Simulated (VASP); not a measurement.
## ZrB: single point with PBEsol

The system is ZrB.

```
Zr B
1.0
     0.00000    2.45517    2.45517
     2.45517    0.00000    2.45517
     2.45517    2.45517    0.00000
Zr B
1 1
Direct
  0.00000 0.00000 0.00000
  0.50000 0.50000 0.50000
```

This cell differs from its parent crystal: volume scaled by 1.03.

```
Program             : VASP 6.6.1
Task                : single point
Functional          : PBEsol
Potentials or basis : VASP PAW PBE potentials, release 64 (Zr_sv, B)
Cutoff              : 520 eV
k mesh              : 14 × 14 × 14
Occupations         : gaussian, width 0.1 eV
Spin                : no spin polarisation
```

- Pressure: -4.5 GPa

Levels at points of the mesh, in eV from the Fermi level:
| k point | band 6 | band 7 | band 8 | band 9 | band 10 | band 11 |
| --- | --- | --- | --- | --- | --- | --- |
| (0.00, 0.00, 0.00) | 1.71 | 1.71 | 1.71 | 3.12 | 3.12 | 3.45 |
| (0.50, 0.00, 0.00) | -3.82 | -1.15 | -1.15 | 4.78 | 4.78 | 6.05 |
| (0.50, 0.50, 0.00) | -0.81 | -0.79 | 2.05 | 2.05 | 4.54 | 5.69 |

Wall time 83 s on 1 thread of AMD EPYC 7R13 (shared host), peak memory 0.19 GiB.

Caveat: the PAW data sets were made with another functional, which shifts forces and pressure a little.
